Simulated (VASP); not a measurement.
# V (Im-3m) in VASP: notebook, part 2 of 2

VASP 6.6.1. The steps go on from the part before.

### 4 Electric field gradients, PBE, collinear spin, ferromagnetic start (13.30 Å³/atom)

This run uses another cell than the first one, of 13.30 Å³/atom.

Contents of INCAR:

```
PREC = Accurate ; ENCUT = 520
EDIFF = 1E-8 ; ISMEAR = -1
SIGMA = 0.03 ; LREAL = F
LASPH = T ; NELM = 150
ALGO = Normal ; ISIF = 2
LWAVE = F ; LCHARG = F
ISPIN = 2 ; MAGMOM = 1.5
LORBIT = 11 ; LMAXMIX = 4
GGA = PE ; LEFG = T
NBANDS = 16
```

Contents of KPOINTS:

```
regular mesh
0
Gamma
  15 15 15
```

Contents of POSCAR:

```
V
1.0
   -1.4925515474      1.4925515474      1.4925515474
    1.4925515474     -1.4925515474      1.4925515474
    1.4925515474      1.4925515474     -1.4925515474
V
1
Direct
    0.0000000000      0.0000000000      0.0000000000
```

Potentials or basis: VASP PAW PBE potentials, release 64 (V_sv).

Launch:

```bash
cat potpaw_PBE.64/V_sv/POTCAR > POTCAR
mpirun -np 1 vasp_std > vasp.out
```

OUTCAR:

```text
PREC = Accurate
   ENCUT = 520
   EDIFF = 1E-8
   ISMEAR = -1
   LREAL = F
   LASPH = T
   NELM = 150
   ISIF = 2
   ISPIN = 2
   LORBIT = 11
   GGA = PE

 ion  position               nearest neighbor table
   1  0.000  0.000  0.000-

  LATTYP: Found a body centered cubic cell.
 ALAT       =     2.9851030948

  Lattice vectors:

 A1 = (  -1.4925515474,   1.4925515474,   1.4925515474)
 A2 = (   1.4925515474,  -1.4925515474,   1.4925515474)
 A3 = (   1.4925515474,   1.4925515474,  -1.4925515474)

Analysis of symmetry for initial positions (statically):
=====================================================================
 Subroutine PRICEL returns:
 Original cell was already a primitive cell.

 Routine SETGRP: Setting up the symmetry group for a
 body centered cubic supercell.

 Subroutine GETGRP returns: Found 48 space group operations
 (whereof 48 operations were pure point group operations)
 out of a pool of 48 trial point group operations.

The static configuration has the point symmetry O_h .

Analysis of symmetry for dynamics (positions and initial velocities):
=====================================================================
 Subroutine PRICEL returns:
 Original cell was already a primitive cell.

 Routine SETGRP: Setting up the symmetry group for a
 body centered cubic supercell.

 Subroutine GETGRP returns: Found 48 space group operations
 (whereof 48 operations were pure point group operations)
 out of a pool of 48 trial point group operations.

The dynamic configuration has the point symmetry O_h .

Analysis of structural, dynamic, and magnetic symmetry:
[... 632 lines left out ...]
      4     -27.1151      1.00000
      5       3.2523      1.00000
      6      10.2832      0.00000
[... 435 lines left out ...]
      5       7.5281      1.00000
      6       8.7780      1.00000
[... 8 lines left out ...]
     15      36.9415      0.00000
     16      41.7015      0.00000

 [... further k-points ...]

------------------------ aborting loop because EDIFF is reached ----------------------------------------

  FORCE on cell =-STRESS in cart. coord.  units (eV):
  Direction    XX          YY          ZZ          XY          YZ          ZX
  --------------------------------------------------------------------------------------
  -------------------------------------------------------------------------------------
  Total        0.1795533      0.1795533      0.1795533      0.0000000     -0.0000000      0.0000000
  in kB       21.6299784     21.6299784     21.6299784      0.0000000     -0.0000000      0.0000000
  external PRESSURE =      21.6299784 kB  Pullay stress =       0.0000000 kB

 VOLUME and BASIS-vectors are now :
 -----------------------------------------------------------------------------
  energy-cutoff  :      520.00
  volume of cell :       13.30
      direct lattice vectors                 reciprocal lattice vectors
    -1.492551547  1.492551547  1.492551547     0.000000000  0.334996805  0.334996805
     1.492551547 -1.492551547  1.492551547     0.334996805  0.000000000  0.334996805
     1.492551547  1.492551547 -1.492551547     0.334996805  0.334996805  0.000000000

 POSITION                                       TOTAL-FORCE (eV/Angst)
 -----------------------------------------------------------------------------------
      0.00000      0.00000      0.00000         0.000000      0.000000     -0.000000
 -----------------------------------------------------------------------------------
    total drift:                                0.000000     -0.000000      0.000000

  FREE ENERGIE OF THE ION-ELECTRON SYSTEM (eV)
  ---------------------------------------------------
  free  energy   TOTEN  =        -8.9959032031 eV

  energy  without entropy=       -8.9920900488  energy(sigma->0) =       -8.99399663

 Electric field gradients (V/A^2)
---------------------------------------------------------------------
 ion       V_xx      V_yy      V_zz      V_xy      V_xz      V_yz
---------------------------------------------------------------------
   1       0.000    -0.000    -0.000     0.002     0.002     0.002
---------------------------------------------------------------------

 Electric field gradients after diagonalization (V/A^2)
 (convention: |V_zz| > |V_xx| > |V_yy|)
----------------------------------------------------------------------
 ion       V_xx      V_yy      V_zz     asymmetry (V_yy - V_xx)/ V_zz
----------------------------------------------------------------------
   1      -0.002    -0.002     0.005       0.000
----------------------------------------------------------------------

           NMR quadrupolar parameters

 Cq : quadrupolar parameter    Cq=e*Q*V_zz/h
 eta: asymmetry parameters     (V_yy - V_xx)/ V_zz
 Q  : nuclear electric quadrupole moment in mb (millibarn)
----------------------------------------------------------------------
 ion       Cq(MHz)       eta       Q (mb)
----------------------------------------------------------------------
   1       0.000       0.000       1.000
----------------------------------------------------------------------

 total charge

# of ion       s       p       d       tot
------------------------------------------
    1        2.344   6.225   3.105  11.674

 magnetization (x)

# of ion       s       p       d       tot
------------------------------------------
    1       -0.000  -0.000  -0.000  -0.000
```

stdout:

```text
POSCAR found type information on POSCAR V
 POSCAR found :  1 types and       1 ions
 scaLAPACK will be used
 LDA part: xc-table for (Slater+PW92), standard interpolation
 POSCAR, INCAR and KPOINTS ok, starting setup
 FFT: planning ... GRIDC
 FFT: planning ... GRID_SOFT
 FFT: planning ... GRID
 WAVECAR not read
 entering main loop
ion   1
```

Run time: 69 s. Hardware: 1 thread of Intel Xeon 8259CL, shared host; peak memory 0.16 GiB.

Results:

- Free energy: -8.9959 eV
- Pressure: 2.2 GPa
- Net moment: 0.00 μB per cell
- Largest electric field gradient by atom: under 0.05 V/Å² on every atom
- Valence electrons inside the program's atomic spheres: V 11.67

Caveat: the moments typed at the start vanished in this run.

### 5 Electric field gradients, PBE, collinear spin, ferromagnetic start (13.58 Å³/atom)

This run uses another cell than the first one, of 13.58 Å³/atom.

Contents of INCAR:

```
ALGO = Normal
EDIFF = 1E-8
ENCUT = 520
GGA = PE
ISIF = 2
ISMEAR = -1
ISPIN = 2
LASPH = True
LCHARG = False
LEFG = True
LMAXMIX = 4
LORBIT = 11
LREAL = False
LWAVE = False
MAGMOM = 1.5
NBANDS = 16
NELM = 150
PREC = Accurate
SIGMA = 0.03
```

Contents of KPOINTS:

```
k-points
0
Gamma
  15 15 15
```

Contents of POSCAR:

```
V
1.0
   -1.5028453316      1.5028453316      1.5028453316
    1.5028453316     -1.5028453316      1.5028453316
    1.5028453316      1.5028453316     -1.5028453316
V
1
Direct
    0.0000000000      0.0000000000      0.0000000000
```

Potentials or basis: VASP PAW PBE potentials, release 64 (V_sv).

Launch:

```bash
cat potpaw_PBE.64/V_sv/POTCAR > POTCAR
mpirun -np 1 vasp_std > vasp.out
```

OUTCAR:

```text
EDIFF = 1E-8
   ENCUT = 520
   GGA = PE
   ISIF = 2
   ISMEAR = -1
   ISPIN = 2
   LASPH = True
   LORBIT = 11
   LREAL = False
   NELM = 150
   PREC = Accurate

 ion  position               nearest neighbor table
   1  0.000  0.000  0.000-

  LATTYP: Found a body centered cubic cell.
 ALAT       =     3.0056906632

  Lattice vectors:

 A1 = (  -1.5028453316,   1.5028453316,   1.5028453316)
 A2 = (   1.5028453316,  -1.5028453316,   1.5028453316)
 A3 = (   1.5028453316,   1.5028453316,  -1.5028453316)

Analysis of symmetry for initial positions (statically):
=====================================================================
 Subroutine PRICEL returns:
 Original cell was already a primitive cell.

 Routine SETGRP: Setting up the symmetry group for a
 body centered cubic supercell.

[... 1121 lines left out ...]
    -1.502845332  1.502845332  1.502845332     0.000000000  0.332702235  0.332702235
     1.502845332 -1.502845332  1.502845332     0.332702235  0.000000000  0.332702235
     1.502845332  1.502845332 -1.502845332     0.332702235  0.332702235  0.000000000

 POSITION                                       TOTAL-FORCE (eV/Angst)
 -----------------------------------------------------------------------------------
      0.00000      0.00000      0.00000        -0.000000      0.000000     -0.000000
 -----------------------------------------------------------------------------------
    total drift:                                0.000000     -0.000000      0.000000

  FREE ENERGIE OF THE ION-ELECTRON SYSTEM (eV)
  ---------------------------------------------------
  free  energy   TOTEN  =        -8.9963847994 eV

  energy  without entropy=       -8.9922955108  energy(sigma->0) =       -8.99434016

 Electric field gradients (V/A^2)
---------------------------------------------------------------------
 ion       V_xx      V_yy      V_zz      V_xy      V_xz      V_yz
---------------------------------------------------------------------
   1      -0.000    -0.000    -0.000     0.003     0.003     0.003
---------------------------------------------------------------------

 Electric field gradients after diagonalization (V/A^2)
 (convention: |V_zz| > |V_xx| > |V_yy|)
----------------------------------------------------------------------
 ion       V_xx      V_yy      V_zz     asymmetry (V_yy - V_xx)/ V_zz
----------------------------------------------------------------------
   1      -0.003    -0.003     0.005       0.000
----------------------------------------------------------------------

           NMR quadrupolar parameters

 Cq : quadrupolar parameter    Cq=e*Q*V_zz/h
 eta: asymmetry parameters     (V_yy - V_xx)/ V_zz
 Q  : nuclear electric quadrupole moment in mb (millibarn)
----------------------------------------------------------------------
 ion       Cq(MHz)       eta       Q (mb)
----------------------------------------------------------------------
   1       0.000       0.000       1.000
----------------------------------------------------------------------

 total charge

# of ion       s       p       d       tot
------------------------------------------
    1        2.338   6.218   3.082  11.639

 magnetization (x)

# of ion       s       p       d       tot
------------------------------------------
    1       -0.000  -0.000  -0.000  -0.000
```

Wall time 92 s (1 thread of Intel Xeon 8259CL, shared host); peak memory 0.16 GiB.

Results:

```
Free energy                                           : -8.9964 eV
Pressure                                              : -1.7 GPa
Net moment                                            : 0.00 μB per cell
Largest electric field gradient by atom               : under 0.05 V/Å² on every atom
Valence electrons inside the program's atomic spheres : V 11.64
```

Caveat: the moments typed at the start vanished in this run.

### 6 Electric field gradients, PBE, collinear spin, ferromagnetic start

This run uses another cell than the first one, of 13.58 Å³/atom.

Contents of INCAR:

```
SYSTEM = V
ALGO     = Normal         ! electronic algorithm
EDIFF    = 1E-8           ! SCF threshold, eV
ENCUT    = 520            ! plane-wave cutoff, eV
GGA      = PE             ! functional
ISIF     = 2              ! what is computed and relaxed
ISMEAR   = -1             ! smearing method
ISPIN    = 2              ! spin polarisation
LASPH    = .True.         ! aspherical terms in the spheres
LCHARG   = .False.        ! write CHGCAR
LEFG     = .True.       
LMAXMIX  = 4              ! l up to which the mixer works
LORBIT   = 11             ! projections on sites
LREAL    = .False.        ! projectors in reciprocal space
LWAVE    = .False.        ! write WAVECAR
MAGMOM   = 1.5            ! initial moments
NBANDS   = 16             ! bands
NELM     = 150            ! most SCF steps
PREC     = Accurate       ! precision mode
SIGMA    = 0.03           ! smearing width, eV
```

Contents of KPOINTS:

```
k-points
0
Gamma
  15 15 15
  0 0 0
```

POSCAR is that of step 5.

Potentials or basis: VASP PAW PBE potentials, release 64 (V_sv).

Launch:

```bash
cat potpaw_PBE.64/V_sv/POTCAR > POTCAR
mpirun -np 1 vasp_std > vasp.out
```

OUTCAR:

```text
SYSTEM = V
   EDIFF = 1E-8
   ENCUT = 520
   GGA = PE
   ISIF = 2
   ISMEAR = -1
   ISPIN = 2
   LASPH = .True.
   LORBIT = 11
   LREAL = .False.
   NELM = 150
   PREC = Accurate

 ion  position               nearest neighbor table
   1  0.000  0.000  0.000-

  LATTYP: Found a body centered cubic cell.
 ALAT       =     3.0056906632

  Lattice vectors:

 A1 = (  -1.5028453316,   1.5028453316,   1.5028453316)
 A2 = (   1.5028453316,  -1.5028453316,   1.5028453316)
 A3 = (   1.5028453316,   1.5028453316,  -1.5028453316)

Analysis of symmetry for initial positions (statically):
=====================================================================
 Subroutine PRICEL returns:
 Original cell was already a primitive cell.

 Routine SETGRP: Setting up the symmetry group for a
 body centered cubic supercell.

 Subroutine GETGRP returns: Found 48 space group operations
 (whereof 48 operations were pure point group operations)
[... 1120 lines left out ...]
     1.502845332 -1.502845332  1.502845332     0.332702235  0.000000000  0.332702235
     1.502845332  1.502845332 -1.502845332     0.332702235  0.332702235  0.000000000

 POSITION                                       TOTAL-FORCE (eV/Angst)
 -----------------------------------------------------------------------------------
      0.00000      0.00000      0.00000        -0.000000      0.000000     -0.000000
 -----------------------------------------------------------------------------------
    total drift:                                0.000000     -0.000000      0.000000

  FREE ENERGIE OF THE ION-ELECTRON SYSTEM (eV)
  ---------------------------------------------------
  free  energy   TOTEN  =        -8.9963847994 eV

  energy  without entropy=       -8.9922955108  energy(sigma->0) =       -8.99434016

 Electric field gradients (V/A^2)
---------------------------------------------------------------------
 ion       V_xx      V_yy      V_zz      V_xy      V_xz      V_yz
---------------------------------------------------------------------
   1      -0.000    -0.000    -0.000     0.003     0.003     0.003
---------------------------------------------------------------------

 Electric field gradients after diagonalization (V/A^2)
 (convention: |V_zz| > |V_xx| > |V_yy|)
----------------------------------------------------------------------
 ion       V_xx      V_yy      V_zz     asymmetry (V_yy - V_xx)/ V_zz
----------------------------------------------------------------------
   1      -0.003    -0.003     0.005       0.000
----------------------------------------------------------------------

           NMR quadrupolar parameters

 Cq : quadrupolar parameter    Cq=e*Q*V_zz/h
 eta: asymmetry parameters     (V_yy - V_xx)/ V_zz
 Q  : nuclear electric quadrupole moment in mb (millibarn)
----------------------------------------------------------------------
 ion       Cq(MHz)       eta       Q (mb)
----------------------------------------------------------------------
   1       0.000       0.000       1.000
----------------------------------------------------------------------

 total charge

# of ion       s       p       d       tot
------------------------------------------
    1        2.338   6.218   3.082  11.639

 magnetization (x)

# of ion       s       p       d       tot
------------------------------------------
    1       -0.000  -0.000  -0.000  -0.000
```

OSZICAR:

```text
N       E                     dE             d eps       ncg     rms          rms(c)
DAV:   1     0.935205813221E+02    0.93521E+02   -0.65442E+03  7752   0.891E+02
DAV:   2    -0.853914925127E+01   -0.10206E+03   -0.97850E+02  8424   0.271E+02
DAV:   3    -0.100729160149E+02   -0.15338E+01   -0.15300E+01  8800   0.362E+01
DAV:   4    -0.100789447495E+02   -0.60287E-02   -0.60286E-02  9040   0.238E+00
DAV:   5    -0.100789964215E+02   -0.51672E-04   -0.51672E-04  8824   0.206E-01    0.189E+01
DAV:   6    -0.898737034174E+01    0.10916E+01   -0.16328E+00  7856   0.216E+01    0.224E+00
DAV:   7    -0.899674098662E+01   -0.93706E-02   -0.84994E-02  8584   0.263E+00    0.166E+00
DAV:   8    -0.899810545483E+01   -0.13645E-02   -0.48886E-03  8328   0.851E-01    0.859E-01
DAV:   9    -0.899600944118E+01    0.20960E-02   -0.17130E-03  8824   0.473E-01    0.215E-01
DAV:  10    -0.899633769744E+01   -0.32826E-03   -0.52286E-04  8472   0.217E-01    0.591E-02
DAV:  11    -0.899638041809E+01   -0.42721E-04   -0.29281E-05  8424   0.501E-02    0.186E-02
DAV:  12    -0.899638424454E+01   -0.38265E-05   -0.12036E-05  8680   0.323E-02    0.118E-02
DAV:  13    -0.899638478974E+01   -0.54519E-06   -0.35171E-07  8400   0.593E-03    0.523E-03
DAV:  14    -0.899638474957E+01    0.40166E-07   -0.31715E-07  8776   0.363E-03    0.126E-03
DAV:  15    -0.899638477200E+01   -0.22431E-07   -0.15206E-08  7424   0.936E-04    0.203E-04
DAV:  16    -0.899638478289E+01   -0.10882E-07   -0.95547E-10  4192   0.294E-04    0.892E-05
DAV:  17    -0.899638479510E+01   -0.12217E-07   -0.17693E-10  4088   0.123E-04    0.563E-05
DAV:  18    -0.899638479943E+01   -0.43233E-08   -0.20531E-11  4008   0.471E-05
   1 F= -.89963848E+01 E0= -.89943402E+01  d E =-.408929E-02  mag=    -0.0000
```

stdout:

```text
POSCAR found type information on POSCAR V
 POSCAR found :  1 types and       1 ions
 scaLAPACK will be used
 LDA part: xc-table for (Slater+PW92), standard interpolation
 POSCAR, INCAR and KPOINTS ok, starting setup
 FFT: planning ... GRIDC
 FFT: planning ... GRID_SOFT
 FFT: planning ... GRID
 WAVECAR not read
 entering main loop
ion   1
```

It took 95 s on 1 thread of Intel Xeon 8259CL, shared host; peak memory 0.16 GiB.

What came out:

```
Free energy                                           : -8.9964 eV
Pressure                                              : -1.7 GPa
Net moment                                            : 0.00 μB per cell
Largest electric field gradient by atom               : under 0.05 V/Å² on every atom
Valence electrons inside the program's atomic spheres : V 11.64
```

Caveat: the moments typed at the start vanished in this run.

### 7 Overview

```csv
task,level,U,cell,gap on the mesh (eV),pressure (GPa),moment (μB)
single point,PBE+U,V d U = 2.0 eV,"a = 2.621 Å, angles 109.5°, 1 atom",none,2.1,0.62
electric field gradients,PBE,-,"a = 2.585 Å, angles 109.5°, 1 atom",none,2.2,0.00
electric field gradients,PBE,-,"a = 2.603 Å, angles 109.5°, 1 atom",none,-1.7,0.00
```

Alike in all rows: potentials or basis VASP PAW PBE potentials, release 64 (V_sv); spin collinear, ferromagnetic start; k mesh 15 × 15 × 15; cutoff (eV) 520; smearing fermi-dirac 0.03 eV.

Caveats: the moments typed at the start vanished in this run (at least some runs); the U is typed as a test and isn't derived for this compound (at least some runs).

Absolute energies hang on the potentials; compare differences alone.
